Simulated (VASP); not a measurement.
A run of VASP 6.6.1 is set up as follows.

Contents of INCAR:

```
PREC = Accurate ; ENCUT = 520
EDIFF = 1E-6 ; ISMEAR = -1
SIGMA = 0.1 ; LREAL = False
LASPH = True ; NELM = 80
ALGO = Normal ; ISIF = 2
LWAVE = False ; LCHARG = True
GGA = PE ; LELF = True
LVHAR = True ; NBANDS = 34
```

File KPOINTS:

```
regular mesh
0
Gamma
  16 16 5
```

Contents of POSCAR:

```
Mn
1.0
    2.3812517118      0.0000000000      0.0000000000
   -1.1906258559      2.0622244753      0.0000000000
    0.0000000000      0.0000000000      7.6837288453
Mn
4
Direct
    1.0000000000      1.0000000000      0.0000000000
    1.0000000000      1.0000000000      0.5000000000
    0.3333333333      0.6666666667      0.2500000000
    0.6666666667      0.3333333333      0.7500000000
```

Potentials or basis: VASP PAW PBE potentials, release 64 (Mn_pv).

The run is started by

```sh
$ cat potpaw_PBE.64/Mn_pv/POTCAR > POTCAR
$ mpirun -np 1 vasp_std > vasp.out
```

(1) Predict the pressure.

(2) Predict the band gap on the k mesh.

Answers

(1) 47.3 GPa.

(2) zero (bands 26 and 27 overlap by 2.68 eV).

Caveat: the cell stands under pressure; the run has no spin polarisation, though such a crystal can be magnetic.
